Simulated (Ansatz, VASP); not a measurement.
This is a calculation of MoS2 for VASP 6.6.1.

INCAR

```
SYSTEM = MoS2
PREC     = Accurate       ! precision mode
ENCUT    = 520            ! plane-wave cutoff, eV
EDIFF    = 1E-6           ! SCF threshold, eV
ISMEAR   = -1             ! smearing method
SIGMA    = 0.05           ! smearing width, eV
LREAL    = .False.        ! projectors in reciprocal space
LASPH    = .True.         ! aspherical terms in the spheres
NELM     = 80             ! most SCF steps
ALGO     = Normal         ! electronic algorithm
ISIF     = 2              ! what is computed and relaxed
LWAVE    = .False.        ! write WAVECAR
LCHARG   = .False.        ! write CHGCAR
GGA      = PE             ! functional
NBANDS   = 35             ! bands
```

The input KPOINTS:

```
Automatic mesh
0
Gamma
  10 10 2
  0 0 0
```

POSCAR

```
MoS2
1.0
    3.2264481230      0.0000000000      0.0000000000
   -1.6132240615      2.7941860385      0.0000000000
    0.0000000000      0.0000000000     21.9557060374
Mo S
2 4
Direct
    0.3333333333      0.6666666667      0.8511602300
    0.6666666667      0.3333333333      0.1488397700
    0.6666666667      0.3333333333      0.7796253900
    0.3333333333      0.6666666667      0.0772510000
    0.6666666667      0.3333333333      0.9227490000
    0.3333333333      0.6666666667      0.2203746100
```

Potentials or basis: VASP PAW PBE potentials, release 64 (Mo_sv, S).

Run with:

```console
$ cat potpaw_PBE.64/Mo_sv/POTCAR potpaw_PBE.64/S/POTCAR > POTCAR
$ mpirun -np 1 vasp_std > vasp.out
```

Problem. Set up the same calculation for Ansatz 0.2.0. Potentials there: Ansatz PAW.

Solution. As run (the cutoff follows the program's own potentials):

input.yaml

```yaml
crystal:
  lattice:
    - [3.226448123, 0.0, 0.0]
    - [-1.6132240615, 2.7941860385, 0.0]
    - [0.0, 0.0, 21.9557060374]
  atoms:
    - { symbol: Mo, position: [0.3333333333, 0.6666666667, 0.85116023] }
    - { symbol: Mo, position: [0.6666666667, 0.3333333333, 0.14883977] }
    - { symbol: S, position: [0.6666666667, 0.3333333333, 0.77962539] }
    - { symbol: S, position: [0.3333333333, 0.6666666667, 0.077251] }
    - { symbol: S, position: [0.6666666667, 0.3333333333, 0.922749] }
    - { symbol: S, position: [0.3333333333, 0.6666666667, 0.22037461] }
hamiltonian:
  xc: pbe
  pseudopotentials: { kind: paw, core: small }
kpoints:
  mp_grid: { grid: [10, 10, 2] }
scf:
  occupations: { method: fermi_dirac, width: 0.05 }
output:
  forces: true
  stress: true
  eigenvalues: true
```

Potentials or basis: Ansatz PAW.

Command:

```console
$ ansatz run input.yaml --threads 2 --pin off --max-ram 5120MiB --backend cpu --events-out ev --progress --plain --runs-dir out
```

Both were run:

|  | VASP | Ansatz | Ansatz less VASP |
| --- | --- | --- | --- |
| gap on the k mesh at the Fermi level (eV) | 1.34 | 1.33 | -0.013 |
| least direct gap on the mesh (eV) | 1.79 | 1.79 | -0.003 |
| rms of the force components (eV/Å) | 0.198 | 0.193 | -0.0046 |

Atom by atom the forces differ by 0.005 eV/Å (rms over components).
